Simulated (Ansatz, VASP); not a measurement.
## One calculation of BiTe2, two programs

INCAR

```
SYSTEM = BiTe2
ALGO = Normal
DIPOL = 0.5 0.5 0.500
EDIFF = 1E-6
ENCUT = 400
GGA = CA
GGA_COMPAT = .FALSE.
IDIPOL = 3
ISIF = 2
ISMEAR = 0
LASPH = .TRUE.
LCHARG = .FALSE.
LDIPOL = .TRUE.
LREAL = .FALSE.
LWAVE = .FALSE.
NBANDS = 36
NELM = 120
NELMDL = -8
PREC = Accurate
SIGMA = 0.05
```

File KPOINTS:

```
k-points
0
G
  9 9 1
  0 0 0
```

The input POSCAR:

```
BiTe2
1.0
    4.4465494044      0.0000000000      0.0000000000
   -2.2232747022      3.8508247434      0.0000000000
    0.0000000000      0.0000000000     25.7228911982
Te Bi
4 2
Direct
    0.6666666667      0.3333333333      0.2915690908
    0.3333333333      0.6666666667      0.4382627790
    0.6666666667      0.3333333333      0.5617372210
    0.3333333333      0.6666666667      0.7084309092
    0.0000000000      0.0000000000      0.3714493614
    0.0000000000      0.0000000000      0.6285506386
```

Input for Ansatz:

```yaml
crystal:
  lattice:
    - [4.4465494044, 0.0, 0.0]
    - [-2.2232747022, 3.8508247434, 0.0]
    - [0.0, 0.0, 25.7228911982]
  atoms:
    - { symbol: Te, position: [0.6666666667, 0.3333333333, 0.2915690908] }
    - { symbol: Bi, position: [0.0, 0.0, 0.3714493614] }
    - { symbol: Te, position: [0.3333333333, 0.6666666667, 0.438262779] }
    - { symbol: Te, position: [0.6666666667, 0.3333333333, 0.561737221] }
    - { symbol: Bi, position: [0.0, 0.0, 0.6285506386] }
    - { symbol: Te, position: [0.3333333333, 0.6666666667, 0.7084309092] }
basis:
  ecutwfc: 420
kpoints:
  mp_grid: { grid: [9, 9, 1] }
hamiltonian:
  xc: lda
scf:
  occupations: { method: gaussian, width: 0.05 }
output:
  forces: true
  stress: true
  eigenvalues: true
  write_density: true
  write_potential: true
  elf: true
  volumetric_format: npy
efield:
  axis: 3
  dipole_correction: true
  ramp_width: 0.04
```

Alike in both runs: task single point; functional LDA; k mesh 9 × 9 × 1; occupations gaussian, width 0.05 eV; no spin polarisation.

|  | VASP | Ansatz |
| --- | --- | --- |
| version | VASP 6.6.1 | Ansatz 0.2.0 |
| potentials or method | VASP PAW LDA potentials, release 64 (Te, Bi_d), cutoff 400 eV | scalar-relativistic, plane waves, PAW |
| valence electrons in the cell | 54 | 94 |

VASP gave:

```
gap on the k mesh at the Fermi level (eV) : none
rms of the force components (eV/Å)        : 0.403
```

Question: Estimate Ansatz's values.

Answer: gap on the k mesh at the Fermi level (eV): none; rms of the force components (eV/Å): 0.396.

LDA's correlation is that of Perdew and Zunger in VASP and of Perdew and Wang (1992) in Ansatz. A gap of «none» marks a metal or a gap that the smearing closes. VASP's potentials hold 54 valence electrons a cell and Ansatz's 94, so a difference there can come from the potentials and not from the codes. Ansatz's warnings: xc potential rough in thin density.

Spin-orbit coupling is off throughout.
